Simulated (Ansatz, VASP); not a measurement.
# InO in VASP and in Ansatz

```
In O
1.0
     7.26546    0.00000    0.00000
    -3.63273    6.29208    0.00000
     0.00000    0.00000    3.32165
In O
3 3
Cartesian
  3.6327 0.0000 0.0000
  -1.8164 3.1460 0.0000
  1.8164 3.1460 0.0000
  0.0000 4.1947 0.0000
  3.6327 2.0974 0.0000
  0.0000 0.0000 0.0000
```

Alike in both runs: functional PBE; k mesh 3 × 3 × 6; occupations gaussian, width 0.1 eV; no spin polarisation.

Ansatz relaxed the structure, and its values are those at the end. VASP's run is a single point on that final structure, the one shown.

|  | VASP | Ansatz |
| --- | --- | --- |
| version | VASP 6.6.1 | Ansatz 0.2.0 |
| potentials or method | VASP PAW PBE potentials, release 64 (In_d, O), cutoff 520 eV | scalar-relativistic, plane waves, PAW |
| valence electrons in the cell | 57 | 57 |

|  | VASP | Ansatz | Ansatz less VASP |
| --- | --- | --- | --- |
| gap on the k mesh at the Fermi level (eV) | none | none | - |
| pressure (GPa) | 0.2 | 0.2 | -0.08 |

A gap of «none» marks a metal or a gap that the smearing closes. With one functional, cell and mesh, what is left measures potentials, basis and numerics.
